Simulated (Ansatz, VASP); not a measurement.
One calculation of Bi2Se3, two programs

```
Bi Se
1.0
     2.06511    1.19229    9.53832
    -2.06511    1.19229    9.53832
     0.00000   -2.38459    9.53832
Bi Se
2 3
Cartesian
  0.0000 0.0000 11.4529
  0.0000 0.0000 17.1621
  0.0000 0.0000 0.0000
  0.0000 0.0000 6.0563
  0.0000 0.0000 22.5586
```

Alike in both runs: functional PBEsol; k mesh 12 × 12 × 12; occupations gaussian, width 0.01 eV; no spin polarisation.

Ansatz relaxed the structure, and its values are those at the end. VASP's run is a single point on that final structure, the one shown.

|  | VASP | Ansatz |
| --- | --- | --- |
| version | VASP 6.6.1 | Ansatz 0.2.0 |
| potentials or method | VASP PAW PBE potentials, release 64 (Bi_d, Se), cutoff 520 eV | scalar-relativistic, plane waves, PAW |
| valence electrons in the cell | 48 | 78 |

Ansatz gave:

```
gap on the k mesh at the Fermi level (eV) : 0.12
least direct gap on the mesh (eV)         : 0.12
pressure (GPa)                            : 0.0
rms of the force components (eV/Å)        : 0.000
```

**Question.** What did VASP give for the same quantities?

**Answer.** gap on the k mesh at the Fermi level (eV): 0.12; least direct gap on the mesh (eV): 0.12; pressure (GPa): 0.0; rms of the force components (eV/Å): 0.007.

VASP's potentials were made for PBE, not for PBEsol. With one functional, cell and mesh, what is left measures potentials, basis and numerics. VASP's potentials hold 48 valence electrons a cell and Ansatz's 78, so a difference there can come from the potentials and not from the codes.

Neither program's run includes spin-orbit coupling.
